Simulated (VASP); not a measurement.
Here is a VASP 6.6.1 calculation.

File INCAR:

```
PREC = Accurate
ENCUT = 520
EDIFF = 1E-7
ISMEAR = 0
SIGMA = 0.1
LREAL = False
LASPH = True
NELM = 80
ALGO = Normal
ISIF = 2
LWAVE = False
LCHARG = False
GGA = PE
NBANDS = 17
```

File KPOINTS:

```
regular mesh
0
Gamma
  10 10 10
```

Contents of POSCAR:

```
PbS
1.0
    4.2466193869      0.1097674859      0.1335286295
   -2.0282482621      3.5130366994     -0.0000017223
    0.1236836526      0.0714069479      3.6475502410
Pb S
1 1
Direct
    0.0035850002      0.0017925001     -0.0071751024
    0.6630816698      0.3315408299      0.5071751024
```

Potentials or basis: VASP PAW PBE potentials, release 64 (Pb_d, S).

Run with:

```console
$ cat potpaw_PBE.64/Pb_d/POTCAR potpaw_PBE.64/S/POTCAR > POTCAR
$ mpirun -np 1 vasp_std > vasp.out
```

What does it give for the band gap on the k mesh?

Zero (bands 10 and 11 overlap by 0.09 eV).

What does it give for the pressure?

0.6 GPa.

Stress tensor (GPa, compression positive):
```
-0.99 -0.25 -1.06
-0.25 -0.70 -0.61
-1.06 -0.61  3.36
```

Caveat: the cell differs from its parent crystal (strained and its atoms moved); semilocal functionals underestimate gaps, so a narrow gap can read as zero; spin-orbit coupling is left out, which moves the levels of the heavy elements.
